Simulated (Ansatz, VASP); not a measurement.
## One calculation of Nb, two programs

```
Nb
1.0
     2.76189    0.00000    0.00000
     0.00000    2.76189    0.00000
     0.00000    0.00000    2.76189
Nb
1
Direct
  0.00000 0.00000 0.00000
```

Alike in both runs: functional BLYP; k mesh 12 × 12 × 12; occupations fermi-dirac, width 0.1 eV; no spin polarisation.

Ansatz relaxed the structure, and its values are those at the end. VASP's run is a single point on that final structure, the one shown.

|  | VASP | Ansatz |
| --- | --- | --- |
| version | VASP 6.6.1 | Ansatz 0.2.0 |
| potentials or method | VASP PAW PBE potentials, release 64 (Nb_sv), cutoff 520 eV | plane waves (420 eV) with PAW, scalar-relativistic |
| valence electrons in the cell | 13 | 13 |

|  | VASP | Ansatz | Ansatz less VASP |
| --- | --- | --- | --- |
| pressure (GPa) | 0.0 | 0.0 | +0.04 |

VASP's potentials were made for PBE, not for BLYP.
